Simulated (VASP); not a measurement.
Write the native input for VASP 6.6.1 that does the following.

```yaml
Task: relaxation of volume and atoms at fixed shape
Functional: r2SCAN
Potentials_or_basis: VASP PAW PBE potentials, release 64 (Os)
Cutoff: 600 eV
k_mesh: 9 × 9 × 5
Occupations: fermi-dirac, width 0.05 eV
Spin: no spin polarisation
Dipole_correction: no
Further_INCAR_settings: ALGO = Normal; EDIFF = 1e-06; IBRION = 2; EDIFFG = -0.03; NSW = 60; ISIF = 8
```

Crystal: Os.

```
CELL_PARAMETERS angstrom
2.73410 0.00000 0.00000
-1.36705 2.36780 0.00000
0.00000 0.00000 4.31970
ATOMIC_POSITIONS crystal
Os 0.33333 0.66667 0.25000
Os 0.66667 0.33333 0.75000
```

One way to write it, as run:

POSCAR

```
Os
1.0
    2.7341000000      0.0000000000      0.0000000000
   -1.3670500000      2.3678000565      0.0000000000
    0.0000000000      0.0000000000      4.3197000000
Os
2
Direct
    0.3333333333      0.6666666667      0.2500000000
    0.6666666667      0.3333333333      0.7500000000
```

INCAR.step1

```
  PREC = Accurate
  ENCUT = 600
  ISMEAR = -1
  SIGMA = 0.05
  LREAL = F
  LASPH = T
  NELM = 100
  GGA = PE
  ALGO = Normal
  EDIFF = 1E-4
  LWAVE = T
  LCHARG = F
```

INCAR.step2

```
  PREC = Accurate
  ENCUT = 600
  EDIFF = 1E-6
  ISMEAR = -1
  SIGMA = 0.05
  LREAL = F
  LASPH = T
  NELM = 100
  ALGO = Normal
  ISIF = 8
  LWAVE = F
  LCHARG = F
  METAGGA = R2SCAN
  LMIXTAU = T
  IBRION = 2
  NSW = 60
  EDIFFG = -0.03
  ISTART = 1
```

KPOINTS

```
Automatic mesh
0
Gamma
  9 9 5
```

Potentials or basis: VASP PAW PBE potentials, release 64 (Os).

Run with:

```sh
$ cat potpaw_PBE.64/Os/POTCAR > POTCAR
$ cp INCAR.step1 INCAR
$ mpirun -np 1 vasp_std > vasp.out
$ cp INCAR.step2 INCAR
$ mpirun -np 1 vasp_std > vasp.out
```

Results of the run:

```json
{"Relaxed volume": "14.04 Å³/atom", "Relaxed cell": "a = 2.738 Å, b = 2.738 Å, c = 4.326 Å, α = 90.00°, β = 90.00°, γ = 120.00°", "Space group after relaxing (to 0.05 Å)": "P6_3/mmc (No. 194)", "Energy gained by relaxing": "0.3 meV/atom", "Ionic steps": "3", "Pressure after relaxing": "0.0 GPa", "Band gap on the k mesh": "zero (band 8 reaches 11.30 eV, above the bottom of band 9 at 7.33 eV)"}
```

Caveat: the PAW data sets were made with another functional, which shifts forces and pressure a little; spin-orbit coupling is left out, which moves the levels of the heavy elements.

It took 5 min on 1 thread of AMD EPYC 7R13 (shared host), peak memory 0.14 GiB.
